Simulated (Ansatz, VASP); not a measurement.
## Two plane-wave programs on BN

```
B N
1.0
     0.00000    1.81206    1.81206
     1.81206    0.00000    1.81206
     1.81206    1.81206    0.00000
B N
1 1
Cartesian
  0.0000 0.0000 0.0000
  0.9060 0.9060 0.9060
```

Alike in both runs: task single point; functional PBE; k mesh 13 × 13 × 13; occupations fermi-dirac, width 0.01 eV; no spin polarisation.

```csv
,VASP,Ansatz
version,VASP 6.6.1,Ansatz 0.2.0
potentials or method,"VASP PAW PBE potentials, release 64 (B, N), cutoff 600 eV",plane-wave PAW DFT
valence electrons in the cell,8,8
```

|  | VASP | Ansatz | Ansatz less VASP |
| --- | --- | --- | --- |
| gap on the k mesh at the Fermi level (eV) | 4.53 | 4.53 | +0.007 |
